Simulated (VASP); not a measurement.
Runs of VASP 6.6.1 on ZnS. The structure is cubic, space group F-43m (No. 216). Conventional cell: a = 5.404 Å, b = 5.404 Å, c = 5.404 Å, α = 90.00°, β = 90.00°, γ = 90.00°. Zn (site symmetry -43m) has 4 S at 2.34 Å within 3.1 Å. Within 3.1 Å of S (site symmetry -43m) lie 4 Zn at 2.34 Å. 

```tsv
level	gap on the mesh (eV)	pressure (GPa)
RPBE	2.28	(a)
revPBE	2.24	(b)
BLYP	2.12	(c)
PBE	2.11	1.8
```

Alike in all rows: task single point; potentials or basis VASP PAW PBE potentials, release 64 (Zn, S); no spin polarisation; cell as given; k mesh 6 × 6 × 6; cutoff (eV) 520; smearing gaussian 0.01 eV.

Problem. Estimate the missing entries.

Solution. (a) 4.3; (b) 3.6; (c) 5.5.

Caveats: the PAW data sets were made with another functional, which shifts forces and pressure a little (some runs).

